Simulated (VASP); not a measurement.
# Zr (Fd-3m) in VASP: further runs

The runs below take Zr through single point, relaxation of cell and atoms, with PBEsol.

All numbers are computed with VASP 6.6.1; they aren't measurements. Logs are shortened: lines on timing, memory, paths and dates and some standing lists are left out, and cuts for length are marked.

**1. The cell of the first run**

The structure is cubic, space group Fd-3m (No. 227). The conventional cell has a = 7.340 Å, b = 7.340 Å, c = 7.340 Å, α = 90.00°, β = 90.00°, γ = 90.00°. Zr (site symmetry -43m) has 4 Zr at 3.18 Å within 4.2 Å.

This isn't the form of Zr at room conditions, which is hcp.

**2. Single point, PBEsol**

INCAR

```
ALGO = Normal
EDIFF = 1E-6
ENCUT = 500
GGA = PS
GGA_COMPAT = False
ISIF = 2
ISMEAR = 0
LASPH = True
LCHARG = True
LELF = True
LREAL = False
LVHAR = True
LWAVE = False
NBANDS = 19
NELM = 120
PREC = Accurate
SIGMA = 0.1
```

KPOINTS

```
k-points
0
Gamma
  4 4 4
```

POSCAR

```
Zr
1.0
    0.0000000000      3.6699006570      3.6699006570
    3.6699006570      0.0000000000      3.6699006570
    3.6699006570      3.6699006570      0.0000000000
Zr
2
Direct
    0.5000000000      0.5000000000      0.5000000000
    0.7500000000      0.7500000000      0.7500000000
```

Potentials or basis: VASP PAW PBE potentials, release 64 (Zr_sv).

On the command line:

```bash
$ cat potpaw_PBE.64/Zr_sv/POTCAR > POTCAR
$ mpirun -np 1 vasp_std > vasp.out
```

OUTCAR:

```text
EDIFF = 1E-6
   ENCUT = 500
   GGA = PS
   ISIF = 2
   ISMEAR = 0
   LASPH = True
   LREAL = False
   NELM = 120
   PREC = Accurate

 ion  position               nearest neighbor table
   1  0.500  0.500  0.500-   2 3.18   2 3.18   2 3.18   2 3.18
   2  0.750  0.750  0.750-   1 3.18   1 3.18   1 3.18   1 3.18

  LATTYP: Found a face centered cubic cell.
 ALAT       =     7.3398013140

  Lattice vectors:

 A1 = (   0.0000000000,   3.6699006570,   3.6699006570)
 A2 = (   3.6699006570,   0.0000000000,   3.6699006570)
 A3 = (   3.6699006570,   3.6699006570,   0.0000000000)

Analysis of symmetry for initial positions (statically):
=====================================================================
 Subroutine PRICEL returns:
 Original cell was already a primitive cell.

 Routine SETGRP: Setting up the symmetry group for a
 face centered cubic supercell.

 Subroutine GETGRP returns: Found 48 space group operations
 (whereof 24 operations were pure point group operations)
 out of a pool of 48 trial point group operations.

The static configuration has the point symmetry T_d .
 The point group associated with its full space group is O_h .

Analysis of symmetry for dynamics (positions and initial velocities):
=====================================================================
 Subroutine PRICEL returns:
 Original cell was already a primitive cell.

 Routine SETGRP: Setting up the symmetry group for a
 face centered cubic supercell.

 Subroutine GETGRP returns: Found 48 space group operations
 (whereof 24 operations were pure point group operations)
 out of a pool of 48 trial point group operations.

The dynamic configuration has the point symmetry T_d .
 The point group associated with its full space group is O_h .

 Subroutine INISYM returns: Found 48 space group operations
 (whereof 24 operations are pure point group operations),
 and found     1 'primitive' translations

----------------------------------------------------------------------------------------

                                     Primitive cell

  volume of cell :      98.8537

  direct lattice vectors                    reciprocal lattice vectors
     0.000000000  3.669900657  3.669900657    -0.136243470  0.136243470  0.136243470
     3.669900657  0.000000000  3.669900657     0.136243470 -0.136243470  0.136243470
     3.669900657  3.669900657  0.000000000     0.136243470  0.136243470 -0.136243470

  length of vectors
     5.190023282  5.190023282  5.190023282     0.235980612  0.235980612  0.235980612

  position of ions in fractional coordinates (direct lattice)
     0.500000000  0.500000000  0.500000000
     0.750000000  0.750000000  0.750000000

  ion indices of the primitive-cell ions
   primitive index   ion index
                 1           1
                 2           2

----------------------------------------------------------------------------------------

 KPOINTS: k-points

Automatic generation of k-mesh.
 Grid dimensions read from file:
 generate k-points for:    4    4    4

 Generating k-lattice:

  Cartesian coordinates                     Fractional coordinates (reciprocal lattice)
    -0.034060867  0.034060867  0.034060867     0.250000000  0.000000000  0.000000000
     0.034060867 -0.034060867  0.034060867     0.000000000  0.250000000  0.000000000
     0.034060867  0.034060867 -0.034060867     0.000000000  0.000000000  0.250000000

  Length of vectors
     0.058995153  0.058995153  0.058995153

  Shift w.r.t. Gamma in fractional coordinates (k-lattice)
     0.000000000  0.000000000  0.000000000

 Subroutine IBZKPT returns following result:
 ===========================================

 Found      8 irreducible k-points:

 Following reciprocal coordinates:
            Coordinates               Weight
  0.000000  0.000000  0.000000      1.000000
  0.250000  0.000000  0.000000      8.000000
  0.500000  0.000000  0.000000      4.000000
  0.250000  0.250000  0.000000      6.000000
  0.500000  0.250000  0.000000     24.000000
 -0.250000  0.250000  0.000000     12.000000
  0.500000  0.500000  0.000000      3.000000
 -0.250000  0.500000  0.250000      6.000000
   k-points           NKPTS =      8   k-points in BZ     NKDIM =      8   number of bands    NBANDS=     19
   number of dos      NEDOS =    301   number of ions     NIONS =      2
   total plane-waves  NPLWV =  64000
   dimension x,y,z NGX =    40 NGY =   40 NGZ =   40
   dimension x,y,z NGXF=    80 NGYF=   80 NGZF=   80
   ions per type =               2
   NGX,Y,Z   is equivalent  to a cutoff of  12.81, 12.81, 12.81 a.u.
   NGXF,Y,Z  is equivalent  to a cutoff of  25.63, 25.63, 25.63 a.u.
 SYSTEM =  unknown system
   PREC   = accura    normal or accurate (medium, high low for compatibility)
   ISTART =      0    job   : 0-new  1-cont  2-samecut
   ICHARG =      2    charge: 1-file 2-atom 10-const
   ISPIN  =      1    spin polarized calculation?
   LNONCOLLINEAR =      F non collinear calculations
   LSORBIT =      F    spin-orbit coupling
   LASPH  =      T    aspherical Exc in radial PAW
   ENCUT  =  500.0 eV  36.75 Ry    6.06 a.u.   9.46  9.46  9.46*2*pi/ulx,y,z
   NELM   =    120;   NELMIN=  2; NELMDL= -5     # of ELM steps
   EDIFF  = 0.1E-05   stopping-criterion for ELM
   LREAL  =      F    real-space projection
   EDIFFG = 0.1E-04   stopping-criterion for IOM
   NSW    =      0    number of steps for IOM
   IBRION =     -1    ionic relax: 0-MD 1-quasi-New 2-CG
   NFREE  =      0    steps in history (QN), initial steepest desc. (CG)
   ISIF   =      2    stress and relaxation
   ISYM   =      2    0-nonsym 1-usesym 2-fastsym
   POTIM  = 0.5000    time-step for ionic-motion
   TEBEG  =    0.0;   TEEND  =   0.0 temperature during run
   PSTRESS=    0.0 pullay stress
   NELECT =      24.0000    total number of electrons
   NUPDOWN=      -1.0000    fix difference up-down
   EMIN   =  10.00;   EMAX   =-10.00  energy-range for DOS
   EFERMI =   0.00;   METHOD = LEGACY
   ISMEAR =     0;   SIGMA  =   0.10  broadening in eV -4-tet -1-fermi 0-gaus
   EFERMI_NEDOS =   21; number of points for ismear=-14 and -15
   IALGO  =     38    algorithm
   IMIX   =      4    mixing-type and parameters
     AMIX     =   0.40;   BMIX     =  1.00
     AMIX_MAG =   1.60;   BMIX_MAG =  1.00
  volume/ion in A,a.u.               =      49.43       333.55
  Fermi-wavevector in a.u.,A,eV,Ry     =   1.021287  1.929952 14.191233  1.043026
  Thomas-Fermi vector in A             =   2.154903
   LORBIT       =      0    0 simple, 1 ext, 2 COOP (PROOUT), +10 PAW based schemes
   GGA     = PS    functional components
   LHFCALC =     F    Hartree Fock is set to
   AEXX    =    0.0000 exact exchange contribution
   IVDW    =     0    specifies the selected vdW correction
   LEPSILON=     F    determine dielectric tensor
   LRPA    =     F    only Hartree local field effects (RPA)
 non-spin polarized calculation
 Gauss-broadening in eV      SIGMA  =   0.10
  energy-cutoff  :      500.00
  volume of cell :       98.85
 maximum number of plane-waves:      2565
 NGX is ok and might be reduce to    40
   NGX = 19   NGY = 19   NGZ = 19

 number of electron      24.0000000 magnetization

 Free energy of the ion-electron system (eV)
  ---------------------------------------------------
  ext. energy  EPLUGINS =         0.00000000
  ---------------------------------------------------
  free energy    TOTEN  =       -11.88024245 eV

  energy without entropy =      -11.80574756  energy(sigma->0) =      -11.84299500

 E-fermi :   2.1159     XC(G=0):  -7.8759

 val. band max:        2.1097134497   @ k =  -0.2500   0.2500   0.0000
 cond. band min:       2.1160906834   @ k =   0.0000   0.0000   0.0000
 fundamental gap:      0.0063772337
 Fermi energy:         2.1159148117

 k-point     1 :       0.0000    0.0000    0.0000
  band No.  band energies     occupation
      1     -47.1318      2.00000
      2     -47.0325      2.00000
      3     -25.2274      2.00000
      4     -25.2274      2.00000
      5     -25.2274      2.00000
      6     -24.9534      2.00000
[... 11 lines left out ...]
     18       5.4335      0.00000
     19       5.4335      0.00000

 k-point     2 :       0.2500    0.0000    0.0000
  band No.  band energies     occupation
      1     -47.1214      2.00000
      2     -47.0430      2.00000
      3     -25.2417      2.00000
      4     -25.2417      2.00000
      5     -25.2218      2.00000
      6     -24.9608      2.00000
[... 11 lines left out ...]
     18       5.3240      0.00000
     19       5.3240      0.00000

 k-point     3 :       0.5000    0.0000    0.0000
  band No.  band energies     occupation
      1     -47.1070      2.00000
      2     -47.0574      2.00000
      3     -25.2547      2.00000
      4     -25.2547      2.00000
      5     -25.2161      2.00000
      6     -24.9684      2.00000
[... 11 lines left out ...]
     18       4.9812      0.00000
     19       4.9816      0.00000

 k-point     4 :       0.2500    0.2500    0.0000
  band No.  band energies     occupation
      1     -47.1173      2.00000
      2     -47.0471      2.00000
      3     -25.2571      2.00000
      4     -25.2571      2.00000
      5     -25.1884      2.00000
      6     -24.9950      2.00000
[... 11 lines left out ...]
     18       4.8232      0.00000
     19       5.5682      0.00000

 k-point     5 :       0.5000    0.2500    0.0000
  band No.  band energies     occupation
      1     -47.0998      2.00000
      2     -47.0647      2.00000
      3     -25.2792      2.00000
      4     -25.2690      2.00000
      5     -25.1564      2.00000
      6     -25.0278      2.00000
[... 11 lines left out ...]
     18       4.8814      0.00000
     19       5.2430      0.00000

 k-point     6 :      -0.2500    0.2500    0.0000
  band No.  band energies     occupation
      1     -47.1070      2.00000
      2     -47.0574      2.00000
      3     -25.2763      2.00000
      4     -25.2548      2.00000
      5     -25.1810      2.00000
      6     -25.0024      2.00000
[... 11 lines left out ...]
     18       4.4668      0.00000
     19       5.5119      0.00000

 k-point     7 :       0.5000    0.5000    0.0000
  band No.  band energies     occupation
      1     -47.0823      2.00000
      2     -47.0823      2.00000
      3     -25.2822      2.00000
      4     -25.2822      2.00000
      5     -25.0930      2.00000
      6     -25.0930      2.00000
[... 11 lines left out ...]
     18       4.9580      0.00000
     19       5.1843      0.00000

 k-point     8 :      -0.2500    0.5000    0.2500
  band No.  band energies     occupation
      1     -47.0823      2.00000
      2     -47.0823      2.00000
      3     -25.2827      2.00000
      4     -25.2827      2.00000
      5     -25.0921      2.00000
      6     -25.0921      2.00000
[... 11 lines left out ...]
     18       5.0959      0.00000
     19       5.1629      0.00000

------------------------ aborting loop because EDIFF is reached ----------------------------------------

  FORCE on cell =-STRESS in cart. coord.  units (eV):
  Direction    XX          YY          ZZ          XY          YZ          ZX
  --------------------------------------------------------------------------------------
  -------------------------------------------------------------------------------------
  Total       -4.3952325     -4.3952325     -4.3952325      0.0000000      0.0000000     -0.0000000
  in kB      -71.2359989    -71.2359989    -71.2359989      0.0000000      0.0000000     -0.0000000
  external PRESSURE =     -71.2359989 kB  Pullay stress =       0.0000000 kB

 VOLUME and BASIS-vectors are now :
 -----------------------------------------------------------------------------
  energy-cutoff  :      500.00
  volume of cell :       98.85
      direct lattice vectors                 reciprocal lattice vectors
     0.000000000  3.669900657  3.669900657    -0.136243470  0.136243470  0.136243470
     3.669900657  0.000000000  3.669900657     0.136243470 -0.136243470  0.136243470
     3.669900657  3.669900657  0.000000000     0.136243470  0.136243470 -0.136243470

 POSITION                                       TOTAL-FORCE (eV/Angst)
 -----------------------------------------------------------------------------------
      3.66990      3.66990      3.66990         0.000000      0.000000      0.000000
      5.50485      5.50485      5.50485        -0.000000     -0.000000     -0.000000
 -----------------------------------------------------------------------------------
    total drift:                               -0.000000     -0.000000      0.000000

  FREE ENERGIE OF THE ION-ELECTRON SYSTEM (eV)
  ---------------------------------------------------
  free  energy   TOTEN  =       -11.8802424507 eV

  energy  without entropy=      -11.8057475553  energy(sigma->0) =      -11.84299500
```

Wall time 13 s (1 thread of Intel Xeon Platinum 8559C (Emerald Rapids), shared host); peak memory 0.22 GiB.

Results:

| Quantity | Value |
| --- | --- |
| Free energy | -11.8802 eV |
| Pressure | -7.1 GPa |
| Band gap on the k mesh | zero (bands 12 and 13 overlap by 0.13 eV) |

Caveat: the k points lie up to 0.37 Å⁻¹ apart; the PAW data sets were made with another functional, which shifts forces and pressure a little.

**3. Single point, PBEsol**

This run uses another cell than the first one, of 28.92 Å³/atom.

INCAR

```
PREC     = Accurate       # precision mode
ENCUT    = 500            # plane-wave cutoff, eV
EDIFF    = 1E-6           # SCF threshold, eV
ISMEAR   = 0              # smearing method
SIGMA    = 0.1            # smearing width, eV
LREAL    = False          # projectors in reciprocal space
LASPH    = True           # aspherical terms in the spheres
NELM     = 120            # most SCF steps
ALGO     = Normal         # electronic algorithm
ISIF     = 2              # what is computed and relaxed
LWAVE    = False          # write WAVECAR
LCHARG   = False          # write CHGCAR
GGA      = PS             # functional
NBANDS   = 19             # bands
GGA_COMPAT= False
```

KPOINTS

```
regular mesh
0
Gamma
  10 10 10
```

POSCAR

```
Zr
1.0
    0.0000000000      3.0696243823      3.0696243823
    3.0696243823      0.0000000000      3.0696243823
    3.0696243823      3.0696243823      0.0000000000
Zr
2
Direct
    0.5000000000      0.5000000000      0.5000000000
    0.7500000000      0.7500000000      0.7500000000
```

Potentials or basis: VASP PAW PBE potentials, release 64 (Zr_sv).

On the command line:

```bash
$ cat potpaw_PBE.64/Zr_sv/POTCAR > POTCAR
$ mpirun -np 1 vasp_std > vasp.out
```

Run time: 19 s. Hardware: 1 thread of Intel Xeon Platinum 8559C (Emerald Rapids), shared host; peak memory 0.19 GiB.

It converged, with:

| Quantity | Value |
| --- | --- |
| Free energy | -13.2823 eV |
| Pressure | 0.2 GPa |
| Band gap on the k mesh | zero (bands 12 and 13 overlap by 0.26 eV) |

Levels at points of the mesh, in eV from the Fermi level:
```csv
k point,band 9,band 10,band 11,band 12,band 13,band 14,band 15,band 16
"(0.00, 0.00, 0.00)",-4.17,-0.96,-0.96,0.02,0.02,0.02,2.26,2.26
"(0.50, 0.00, 0.00)",-1.62,-1.25,-0.83,-0.83,-0.18,-0.18,0.89,3.43
"(0.50, 0.50, 0.00)",-1.98,-1.98,-0.11,-0.11,0.54,0.54,1.77,1.77
```

Caveat: the PAW data sets were made with another functional, which shifts forces and pressure a little.

(Part 1 of 2 ends here.)
